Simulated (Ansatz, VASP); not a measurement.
## Two plane-wave programs on Al2Cu

INCAR

```
SYSTEM = Al2Cu
PREC = Accurate ; ENCUT = 600
EDIFF = 1E-7 ; ISMEAR = 0
SIGMA = 0.1 ; LREAL = .False.
LASPH = .True. ; NELM = 100
ALGO = Fast ; ISIF = 3
LWAVE = .False. ; LCHARG = .False.
GGA = PE ; IBRION = 2
NSW = 100 ; EDIFFG = -0.005
```

The input KPOINTS:

```
Automatic mesh
0
Gamma
  10 10 14
  0 0 0
```

The input POSCAR:

```
Al2Cu
1.0
    4.1051820000      0.0000000000      0.0000000000
    0.0000000000      4.1051820000      0.0000000000
    0.0000000000      0.0000000000      2.8913130000
Al Cu
2 1
Direct
    0.5000000000      0.0000000000      0.5000000000
    0.0000000000      0.5000000000      0.5000000000
    0.0000000000      0.0000000000      0.0000000000
```

Input for Ansatz:

```yaml
crystal:
  lattice:
    - [4.105182, 0.0, 0.0]
    - [0.0, 4.105182, 0.0]
    - [0.0, 0.0, 2.891313]
  atoms:
    - { symbol: Al, position: [0.5, 0.0, 0.5] }
    - { symbol: Al, position: [0.0, 0.5, 0.5] }
    - { symbol: Cu, position: [0.0, 0.0, 0.0] }
basis:
  ecutwfc: 520.0
kpoints:
  mp_grid: { grid: [10, 10, 14] }
hamiltonian:
  xc: pbe
  pseudopotentials: { kind: paw, azcp: { folder: soft_1 } }
scf:
  occupations: { method: gaussian, width: 0.1 }
output:
  forces: true
  stress: true
  eigenvalues: true
relax:
  adjacent_minimum: "off"
  f_tol: 0.005
  max_steps: 80
  cell: { stress_tol: 0.05 }
```

Alike in both runs: task relaxation of cell and atoms; functional PBE; k mesh 10 × 10 × 14; occupations gaussian, width 0.1 eV; no spin polarisation.

|  | VASP | Ansatz |
| --- | --- | --- |
| version | VASP 6.6.1 | Ansatz 0.2.0 |
| potentials or method | VASP PAW PBE potentials, release 64 (Al, Cu), cutoff 600 eV | scalar-relativistic, plane waves, PAW |
| valence electrons in the cell | 17 | 25 |

VASP gave:

* gap on the k mesh at the Fermi level, each at its own relaxed structure (eV): none
* relaxed volume (Å³/atom): 16.37
* relaxed cell length with the largest relative difference (Å): 2.887

Problem. What did Ansatz give for the same quantities?

Solution. gap on the k mesh at the Fermi level, each at its own relaxed structure (eV): none; relaxed volume (Å³/atom): 16.33; relaxed cell length with the largest relative difference (Å): 2.885.

A gap of «none» marks a metal or a gap that the smearing closes. VASP's potentials hold 17 valence electrons a cell and Ansatz's 25, so a difference there can come from the potentials and not from the codes.

Noted on VASP's run: too few bands were computed for a metal, which touches its energy and stress.
